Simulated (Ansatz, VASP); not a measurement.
# Two plane-wave programs on SrTiO3

INCAR

```
PREC = Accurate
ENCUT = 520
EDIFF = 1E-6
ISMEAR = 0
SIGMA = 0.01
LREAL = F
LASPH = T
NELM = 80
ALGO = Normal
ISIF = 2
LWAVE = F
LCHARG = F
GGA = PE
NBANDS = 28
```

The input KPOINTS:

```
regular mesh
0
Gamma
  6 6 6
```

File POSCAR:

```
SrTiO3
1.0
    3.8560771656      0.0000000000      0.0000000000
    0.0000000000      3.8560771656      0.0000000000
    0.0000000000      0.0000000000      3.8560771656
Sr Ti O
1 1 3
Direct
    0.0000000000      0.0000000000      0.0000000000
    0.5000000000      0.5000000000      0.5000000000
    0.5000000000      0.0000000000      0.5000000000
    0.5000000000      0.5000000000      0.0000000000
    0.0000000000      0.5000000000      0.5000000000
```

Input for Ansatz:

```yaml
crystal:
  lattice:
    - [3.8560771656, 0.0, 0.0]
    - [0.0, 3.8560771656, 0.0]
    - [0.0, 0.0, 3.8560771656]
  atoms:
    - { symbol: Sr, position: [0.0, 0.0, 0.0] }
    - { symbol: Ti, position: [0.5, 0.5, 0.5] }
    - { symbol: O, position: [0.5, 0.0, 0.5] }
    - { symbol: O, position: [0.5, 0.5, 0.0] }
    - { symbol: O, position: [0.0, 0.5, 0.5] }
kpoints:
  mp_grid: { grid: [6, 6, 6] }
hamiltonian:
  xc: pbe
scf:
  occupations: { method: fixed }
  n_extra_bands: 5
output:
  forces: true
  stress: true
  eigenvalues: true
```

Alike in both runs: task single point; functional PBE; k mesh 6 × 6 × 6; no spin polarisation.

|  | VASP | Ansatz |
| --- | --- | --- |
| version | VASP 6.6.1 | Ansatz 0.2.0 |
| potentials or method | VASP PAW PBE potentials, release 64 (Sr_sv, Ti_sv, O) | plane waves, PAW |
| plane-wave cutoff (eV) | 520 | 420 |
| occupations | gaussian, width 0.01 eV | fixed |
| valence electrons in the cell | 40 | 40 |

Ansatz gave:

| Item | Value |
| --- | --- |
| gap on the k mesh at the Fermi level (eV) | 1.96 |
| pressure (GPa) | 12.1 |

Task: Which values does VASP return?

Result: gap on the k mesh at the Fermi level (eV): 1.92; pressure (GPa): 12.8.
